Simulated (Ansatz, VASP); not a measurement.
AlNi in VASP and in Ansatz

INCAR

```
PREC = Accurate ; ENCUT = 520
EDIFF = 1E-6 ; ISMEAR = -1
SIGMA = 0.1 ; LREAL = F
LASPH = T ; NELM = 80
ALGO = Normal ; ISIF = 2
LWAVE = F ; LCHARG = T
LELF = T ; LVHAR = T
NBANDS = 14
```

File KPOINTS:

```
regular mesh
0
Gamma
  15 15 15
```

Contents of POSCAR:

```
AlNi
1.0
    0.0000000000      2.3746546130      2.3746546130
    2.3746546130      0.0000000000      2.3746546130
    2.3746546130      2.3746546130      0.0000000000
Ni Al
1 1
Direct
    0.0000000000      0.0000000000      0.0000000000
    0.5000000000      0.5000000000      0.5000000000
```

Input for Ansatz:

```yaml
crystal:
  lattice:
    - [0.0, 2.374654613, 2.374654613]
    - [2.374654613, 0.0, 2.374654613]
    - [2.374654613, 2.374654613, 0.0]
  atoms:
    - { symbol: Ni, position: [0.0, 0.0, 0.0] }
    - { symbol: Al, position: [0.5, 0.5, 0.5] }
kpoints:
  mp_grid: { grid: [15, 15, 15] }
  band_path:
    path:
      - [0.0, 0.0, 0.0]
      - [0.5, 0.0, 0.5]
      - [0.625, 0.25, 0.625]
      - [0.375, 0.375, 0.75]
      - [0.0, 0.0, 0.0]
      - [0.5, 0.5, 0.5]
      - [0.5, 0.25, 0.75]
      - [0.5, 0.0, 0.5]
    npoints: 14
scf:
  occupations: { method: fermi_dirac, width: 0.1 }
  mixing: { algorithm: broyden, beta: 0.9, ndim: 8 }
hamiltonian:
  xc: lda
  pseudopotentials: { kind: all_electron, lapw: { basis_error: 0.001 } }
output:
  forces: true
  stress: true
  eigenvalues: true
  populations: true
```

Alike in both runs: task single point; functional LDA; k mesh 15 × 15 × 15; occupations fermi-dirac, width 0.1 eV; no spin polarisation.

|  | VASP | Ansatz |
| --- | --- | --- |
| version | VASP 6.6.1 | Ansatz 0.2.0 |
| potentials or method | VASP PAW LDA potentials, release 64 (Ni, Al), cutoff 520 eV | all-electron LAPW, scalar-relativistic |

Ansatz gave:

* gap on the k mesh at the Fermi level (eV): none
* pressure (GPa): -0.1

**Question.** Estimate VASP's values.

**Answer.** gap on the k mesh at the Fermi level (eV): none; pressure (GPa): 0.1.

LDA's correlation is that of Perdew and Zunger in VASP and of Perdew and Wang (1992) in Ansatz. A gap of «none» marks a metal or a gap that the smearing closes. Ansatz ran all-electron here, and VASP with PAW potentials.
